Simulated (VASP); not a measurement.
# TiO2 (I4_1/amd) in VASP: relaxation of shape and atoms at fixed volume with PBE+U

Aim: the relaxation of shape and atoms at fixed volume of TiO2 with PBE+U.

Program: VASP 6.6.1. These are calculated values, not measurements. Logs are shortened: lines on timing, memory, paths and dates and some standing lists are left out, and cuts for length are marked.

## 1. The cell of the first run

Symmetry: I4_1/amd, No. 141, tetragonal system. The conventional cell has a = 3.779 Å, b = 3.779 Å, c = 9.677 Å, α = 90.00°, β = 90.00°, γ = 90.00°. Within 2.6 Å of Ti (site symmetry -4m2) lie 6 O at 1.94 to 1.99 Å. Within 2.6 Å of O (site symmetry 2mm) lie 3 Ti at 1.94 to 1.99 Å and 2 O at 2.45 Å.

## 2. Relaxation of shape and atoms at fixed volume, PBE+U (11.52 Å³/atom)

The input, INCAR:

```
ALGO = Normal
EDIFF = 1E-7
EDIFFG = -0.01
ENCUT = 600
GGA = PE
IBRION = 2
ISIF = 4
ISMEAR = 0
LASPH = T
LCHARG = F
LDAU = T
LDAUJ = 0 0
LDAUL = 2 -1
LDAUPRINT = 1
LDAUTYPE = 2
LDAUU = 4 0
LMAXMIX = 4
LREAL = F
LWAVE = F
NELM = 150
NSW = 50
PREC = Accurate
SIGMA = 0.02
```

The input, KPOINTS:

```
k-points
0
Gamma
  8 8 8
```

The input, POSCAR:

```
TiO2
1.0
   -1.8896731512      1.8896731512      4.8384625744
    1.8896731512     -1.8896731512      4.8384625744
    1.8896731512      1.8896731512     -4.8384625744
Ti O
2 4
Direct
    0.0000000000      0.0000000000      0.0000000000
    0.7500000000      0.2500000000      0.5000000000
    0.2053163549      0.2053163549      0.0000000000
    0.9553163549      0.4553163549      0.5000000000
    0.5446836451      0.0446836451      0.5000000000
    0.7946836451      0.7946836451      0.0000000000
```

Potentials or basis: VASP PAW PBE potentials, release 64 (Ti_sv, O).

Launch:

```sh
cat potpaw_PBE.64/Ti_sv/POTCAR potpaw_PBE.64/O/POTCAR > POTCAR
mpirun -np 1 vasp_std > vasp.out
```

OUTCAR:

```text
EDIFF = 1E-7
   EDIFFG = -0.01
   ENCUT = 600
   GGA = PE
   IBRION = 2
   ISIF = 4
   ISMEAR = 0
   LASPH = T
   LREAL = F
   NELM = 150
   NSW = 50
   PREC = Accurate

 ion  position               nearest neighbor table
   1  0.000  0.000  0.000-   5 1.94   4 1.94   5 1.94   4 1.94   3 1.99   6 1.99
   2  0.750  0.250  0.500-   6 1.94   3 1.94   6 1.94   3 1.94   4 1.99   5 1.99
   3  0.205  0.205  0.000-   2 1.94   2 1.94   1 1.99
   4  0.955  0.455  0.500-   1 1.94   1 1.94   2 1.99
   5  0.545  0.045  0.500-   1 1.94   1 1.94   2 1.99
   6  0.795  0.795  0.000-   2 1.94   2 1.94   1 1.99

  LATTYP: Found a body centered tetragonal cell.
 ALAT       =     3.7793463024
 C/A-ratio  =     2.5604759063

  Lattice vectors:

 A1 = (  -1.8896731512,   1.8896731512,   4.8384625744)
 A2 = (   1.8896731512,  -1.8896731512,   4.8384625744)
 A3 = (   1.8896731512,   1.8896731512,  -4.8384625744)

Analysis of symmetry for initial positions (statically):
=====================================================================
 Subroutine PRICEL returns:
 Original cell was already a primitive cell.

 Routine SETGRP: Setting up the symmetry group for a
 body centered tetragonal supercell.

 Subroutine GETGRP returns: Found 16 space group operations
 (whereof  8 operations were pure point group operations)
 out of a pool of 16 trial point group operations.

The static configuration has the point symmetry D_2d.
 The point group associated with its full space group is D_4h.

Analysis of symmetry for dynamics (positions and initial velocities):
=====================================================================
 Subroutine PRICEL returns:
 Original cell was already a primitive cell.

 Routine SETGRP: Setting up the symmetry group for a
 body centered tetragonal supercell.

 Subroutine GETGRP returns: Found 16 space group operations
 (whereof  8 operations were pure point group operations)
 out of a pool of 16 trial point group operations.

The dynamic configuration has the point symmetry D_2d.
 The point group associated with its full space group is D_4h.

 Subroutine INISYM returns: Found 16 space group operations
 (whereof  8 operations are pure point group operations),
 and found     1 'primitive' translations

----------------------------------------------------------------------------------------

                                     Primitive cell

  volume of cell :      69.1100

  direct lattice vectors                    reciprocal lattice vectors
    -1.889673151  1.889673151  4.838462574     0.000000000  0.264596023  0.103338611
     1.889673151 -1.889673151  4.838462574     0.264596023  0.000000000  0.103338611
     1.889673151  1.889673151 -4.838462574     0.264596023  0.264596023  0.000000000

  length of vectors
     5.527427007  5.527427007  5.527427007     0.284059718  0.284059718  0.374195284

  position of ions in fractional coordinates (direct lattice)
     0.000000000  0.000000000  0.000000000
     0.750000000  0.250000000  0.500000000
     0.205316355  0.205316355  0.000000000
     0.955316355  0.455316355  0.500000000
     0.544683645  0.044683645  0.500000000
     0.794683645  0.794683645  0.000000000

  ion indices of the primitive-cell ions
   primitive index   ion index
                 1           1
                 2           2
                 3           3
                 4           4
                 5           5
                 6           6

----------------------------------------------------------------------------------------

[... 114 lines left out ...]

 number of electron      47.9999998 magnetization

 Free energy of the ion-electron system (eV)
  ---------------------------------------------------
  ext. energy  EPLUGINS =         0.00000000
  ---------------------------------------------------
  free energy    TOTEN  =       -48.40596184 eV

  energy without entropy =      -48.40596184  energy(sigma->0) =      -48.40596184

------------------------ aborting loop because EDIFF is reached ----------------------------------------

  FORCE on cell =-STRESS in cart. coord.  units (eV):
  Direction    XX          YY          ZZ          XY          YZ          ZX
  --------------------------------------------------------------------------------------
  -------------------------------------------------------------------------------------
  Total        4.8015589      4.8015589      4.5487026      0.0000000      0.0000000      0.0000000
  in kB      111.3145867    111.3145867    105.4526164      0.0000000      0.0000000      0.0000000
  external PRESSURE =     109.3605966 kB  Pullay stress =       0.0000000 kB
[... 181 lines left out ...]
  FREE ENERGIE OF THE ION-ELECTRON SYSTEM (eV)
  ---------------------------------------------------
  free  energy   TOTEN  =       -48.4417888077 eV

  energy  without entropy=      -48.4417888077  energy(sigma->0) =      -48.44178881

atom =   1  type =  1  l = 2

 onsite density matrix

spin component  1

  0.1052  0.0000  0.0000 -0.0000  0.0000
  0.0000  0.1000  0.0000  0.0000  0.0000
  0.0000  0.0000  0.2527 -0.0000 -0.0000
 -0.0000  0.0000 -0.0000  0.1000  0.0000
  0.0000  0.0000 -0.0000  0.0000  0.2485

spin component  2

  0.1052  0.0000  0.0000 -0.0000  0.0000
  0.0000  0.1000  0.0000  0.0000  0.0000
  0.0000  0.0000  0.2527 -0.0000 -0.0000
 -0.0000  0.0000 -0.0000  0.1000  0.0000
  0.0000  0.0000 -0.0000  0.0000  0.2485

 occupancies and eigenvectors

  o =  0.1000  v =  0.0000  0.8819 -0.0000  0.4714  0.0000  0.0000  0.0000  0.0000  0.0000  0.0000      0.0000  0.0000  0.0000  0.0000  0.0000  0.0000  0.0000  0.0000  0.0000  0.0000
  o =  0.1000  v =  0.0000  0.0000  0.0000  0.0000  0.0000  0.0000  0.8819 -0.0000  0.4714  0.0000      0.0000  0.0000  0.0000  0.0000  0.0000  0.0000  0.0000  0.0000  0.0000  0.0000
  o =  0.1000  v =  0.0000  0.0000  0.0000  0.0000  0.0000  0.0000 -0.4714  0.0000  0.8819 -0.0000      0.0000  0.0000  0.0000  0.0000  0.0000  0.0000  0.0000  0.0000  0.0000  0.0000
  o =  0.1000  v =  0.0000 -0.4714  0.0000  0.8819 -0.0000  0.0000  0.0000  0.0000  0.0000  0.0000      0.0000  0.0000  0.0000  0.0000  0.0000  0.0000  0.0000  0.0000  0.0000  0.0000
  o =  0.1052  v =  0.0000  0.0000  0.0000  0.0000  0.0000  1.0000  0.0000  0.0000  0.0000  0.0000      0.0000  0.0000  0.0000  0.0000  0.0000  0.0000  0.0000  0.0000  0.0000  0.0000
  o =  0.1052  v =  1.0000  0.0000  0.0000  0.0000  0.0000  0.0000  0.0000  0.0000  0.0000  0.0000      0.0000  0.0000  0.0000  0.0000  0.0000  0.0000  0.0000  0.0000  0.0000  0.0000
  o =  0.2485  v =  0.0000  0.0000 -0.0000 -0.0000  1.0000  0.0000  0.0000  0.0000  0.0000  0.0000      0.0000  0.0000  0.0000  0.0000  0.0000  0.0000  0.0000  0.0000  0.0000  0.0000
  o =  0.2485  v =  0.0000  0.0000  0.0000  0.0000  0.0000  0.0000  0.0000 -0.0000 -0.0000  1.0000      0.0000  0.0000  0.0000  0.0000  0.0000  0.0000  0.0000  0.0000  0.0000  0.0000
  o =  0.2527  v =  0.0000  0.0000  0.0000  0.0000  0.0000  0.0000 -0.0000 -1.0000  0.0000 -0.0000      0.0000  0.0000  0.0000  0.0000  0.0000  0.0000  0.0000  0.0000  0.0000  0.0000
  o =  0.2527  v =  0.0000 -0.0000 -1.0000  0.0000 -0.0000  0.0000  0.0000  0.0000  0.0000  0.0000      0.0000  0.0000  0.0000  0.0000  0.0000  0.0000  0.0000  0.0000  0.0000  0.0000

atom =   2  type =  1  l = 2

 onsite density matrix

spin component  1

  0.1052  0.0000  0.0000 -0.0000  0.0000
  0.0000  0.1000  0.0000  0.0000  0.0000
  0.0000  0.0000  0.2527 -0.0000  0.0000
 -0.0000  0.0000 -0.0000  0.1000  0.0000
  0.0000  0.0000  0.0000  0.0000  0.2485

spin component  2

  0.1052  0.0000  0.0000 -0.0000  0.0000
  0.0000  0.1000  0.0000  0.0000  0.0000
  0.0000  0.0000  0.2527 -0.0000  0.0000
 -0.0000  0.0000 -0.0000  0.1000  0.0000
  0.0000  0.0000  0.0000  0.0000  0.2485

 occupancies and eigenvectors

  o =  0.1000  v =  0.0000  0.9255 -0.0000  0.3789  0.0000  0.0000  0.0000  0.0000  0.0000  0.0000      0.0000  0.0000  0.0000  0.0000  0.0000  0.0000  0.0000  0.0000  0.0000  0.0000
  o =  0.1000  v =  0.0000  0.0000  0.0000  0.0000  0.0000  0.0000  0.9255 -0.0000  0.3789  0.0000      0.0000  0.0000  0.0000  0.0000  0.0000  0.0000  0.0000  0.0000  0.0000  0.0000
  o =  0.1000  v =  0.0000  0.0000  0.0000  0.0000  0.0000  0.0000 -0.3789  0.0000  0.9255 -0.0000      0.0000  0.0000  0.0000  0.0000  0.0000  0.0000  0.0000  0.0000  0.0000  0.0000
  o =  0.1000  v =  0.0000 -0.3789  0.0000  0.9255 -0.0000  0.0000  0.0000  0.0000  0.0000  0.0000      0.0000  0.0000  0.0000  0.0000  0.0000  0.0000  0.0000  0.0000  0.0000  0.0000
  o =  0.1052  v =  0.0000  0.0000  0.0000  0.0000  0.0000  1.0000  0.0000  0.0000  0.0000  0.0000      0.0000  0.0000  0.0000  0.0000  0.0000  0.0000  0.0000  0.0000  0.0000  0.0000
  o =  0.1052  v =  1.0000  0.0000  0.0000  0.0000  0.0000  0.0000  0.0000  0.0000  0.0000  0.0000      0.0000  0.0000  0.0000  0.0000  0.0000  0.0000  0.0000  0.0000  0.0000  0.0000
  o =  0.2485  v =  0.0000  0.0000 -0.0000 -0.0000  1.0000  0.0000  0.0000  0.0000  0.0000  0.0000      0.0000  0.0000  0.0000  0.0000  0.0000  0.0000  0.0000  0.0000  0.0000  0.0000
  o =  0.2485  v =  0.0000  0.0000  0.0000  0.0000  0.0000  0.0000  0.0000 -0.0000 -0.0000  1.0000      0.0000  0.0000  0.0000  0.0000  0.0000  0.0000  0.0000  0.0000  0.0000  0.0000
  o =  0.2527  v =  0.0000  0.0000  0.0000  0.0000  0.0000  0.0000 -0.0000 -1.0000 -0.0000 -0.0000      0.0000  0.0000  0.0000  0.0000  0.0000  0.0000  0.0000  0.0000  0.0000  0.0000
  o =  0.2527  v =  0.0000 -0.0000 -1.0000 -0.0000 -0.0000  0.0000  0.0000  0.0000  0.0000  0.0000      0.0000  0.0000  0.0000  0.0000  0.0000  0.0000  0.0000  0.0000  0.0000  0.0000

--------------------------------------- Ionic step        6  -------------------------------------------

 number of electron      48.0000005 magnetization

 Free energy of the ion-electron system (eV)
  ---------------------------------------------------
  ext. energy  EPLUGINS =         0.00000000
  ---------------------------------------------------
  free energy    TOTEN  =       -48.44197386 eV

  energy without entropy =      -48.44197386  energy(sigma->0) =      -48.44197386

 E-fermi :   3.7024     XC(G=0): -10.6911

 val. band max:        3.5205519509   @ k =   0.5000   0.5000   0.0000
 cond. band min:       6.0906242254   @ k =   0.0000   0.0000   0.0000
 fundamental gap:      2.5700722745
 Fermi energy:         3.7023968380

 k-point     1 :       0.0000    0.0000    0.0000
  band No.  band energies     occupation
      1     -53.9740      2.00000
      2     -53.9177      2.00000
      3     -30.3547      2.00000
      4     -30.1430      2.00000
      5     -30.1430      2.00000
      6     -30.0748      2.00000
[... 733 lines left out ...]
     27       7.5951      0.00000
     28       7.6744      0.00000

 [... further k-points ...]
[... 5 lines left out ...]
  --------------------------------------------------------------------------------------
  -------------------------------------------------------------------------------------
  Total        3.5665588      3.5665588      3.6152047      0.0000000      0.0000000      0.0000000
  in kB       82.6835673     82.6835673     83.8113270      0.0000000      0.0000000      0.0000000
  external PRESSURE =      83.0594872 kB  Pullay stress =       0.0000000 kB
[... 21 lines left out ...]
  FREE ENERGIE OF THE ION-ELECTRON SYSTEM (eV)
  ---------------------------------------------------
  free  energy   TOTEN  =       -48.4419738595 eV

  energy  without entropy=      -48.4419738595  energy(sigma->0) =      -48.44197386

 reached required accuracy - stopping structural energy minimisation
```

Run time: 18 min. Hardware: 1 thread of Intel Xeon Platinum 8375C at 2.90GHz (Ice Lake), shared host; peak memory 0.41 GiB.

What came out:

```
Free energy                  : -48.4420 eV
Energy gained by relaxing    : 6.0 meV/atom
Ionic steps                  : 6
Pressure after relaxing      : 8.3 GPa
Largest force after relaxing : 0.008 eV/Å
Band gap on the k mesh       : 2.57 eV (least direct gap 2.96 eV)
```

Forces in eV/Å, atoms in the order of the input:
```
Ti   0.000  0.000  0.000
Ti   0.000  0.000  0.000
O    0.000  0.000  0.008
O    0.000  0.000  0.008
O    0.000  0.000 -0.008
O    0.000  0.000 -0.008
```

Stress tensor (GPa, compression positive):
```
8.27 0.00 0.00
0.00 8.27 0.00
0.00 0.00 8.38
```

The path:
```csv
step,energy change (eV),largest force (eV/Å),pressure (GPa),volume (Å³)
1,0.0000,0.3251,10.94,69.11
2,-0.0142,0.0963,10.11,69.11
3,-0.0167,0.0426,9.61,69.11
4,-0.0266,0.0287,9.20,69.11
5,-0.0358,0.0026,8.44,69.11
6,-0.0360,0.0076,8.31,69.11
```

Final structure:
```
CELL_PARAMETERS angstrom
-1.91230 1.91230 4.72464
1.91230 -1.91230 4.72464
1.91230 1.91230 -4.72464
ATOMIC_POSITIONS crystal
Ti 0.00000 0.00000 0.00000
Ti 0.75000 0.25000 0.50000
O 0.21059 0.21059 0.00000
O 0.96059 0.46059 0.50000
O 0.53941 0.03941 0.50000
O 0.78941 0.78941 0.00000
```

Eigenvalues of the final occupation matrices:
| site | spin | trace | eigenvalues |
| --- | --- | --- | --- |
| site 1 d | 1 | 0.81 | 0.10 0.10 0.11 0.25 0.25 |
| site 1 d | 2 | 0.81 | 0.10 0.10 0.11 0.25 0.25 |
| site 2 d | 1 | 0.81 | 0.10 0.10 0.11 0.25 0.25 |
| site 2 d | 2 | 0.81 | 0.10 0.10 0.11 0.25 0.25 |

A k mesh can miss the band edges.
